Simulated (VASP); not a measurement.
Here is a VASP 6.6.1 calculation.

The input POSCAR:

```
Zr3O
1.0
   -1.8555663811      1.8555663811      5.3721995137
    1.8555663811     -1.8555663811      5.3721995137
    1.8555663811      1.8555663811     -5.3721995137
Zr O
3 1
Direct
    0.5000000000      0.5000000000      0.0000000000
    0.2500000000      0.7500000000      0.5000000000
    0.7500000000      0.2500000000      0.5000000000
    0.0000000000      0.0000000000      0.0000000000
```

INCAR.step1

```
PREC = Accurate
ENCUT = 520
ISMEAR = 0
SIGMA = 0.1
LREAL = False
LASPH = True
NELM = 60
NBANDS = 29
GGA = PE
ALGO = Normal
EDIFF = 1E-4
LWAVE = True
LCHARG = False
```

INCAR.step2

```
PREC = Accurate
ENCUT = 520
EDIFF = 1E-7
ISMEAR = 0
SIGMA = 0.1
LREAL = False
LASPH = True
NELM = 60
ALGO = Normal
ISIF = 2
LWAVE = False
LCHARG = False
METAGGA = R2SCAN
LMIXTAU = True
NBANDS = 29
ISTART = 1
```

The input KPOINTS:

```
regular mesh
0
Gamma
  16 16 16
```

Potentials or basis: VASP PAW PBE potentials, release 64 (Zr_sv, O).

Launch:

```bash
$ cat potpaw_PBE.64/Zr_sv/POTCAR potpaw_PBE.64/O/POTCAR > POTCAR
$ cp INCAR.step1 INCAR
$ mpirun -np 1 vasp_std > vasp.out
$ cp INCAR.step2 INCAR
$ mpirun -np 1 vasp_std > vasp.out
```

(1) Estimate the band gap on the k mesh.

(2) Estimate the pressure.

## Answers

(1) zero (bands 21 and 22 overlap by 1.75 eV).

(2) 0.1 GPa.

Caveat: the PAW data sets were made with another functional, which shifts forces and pressure a little.
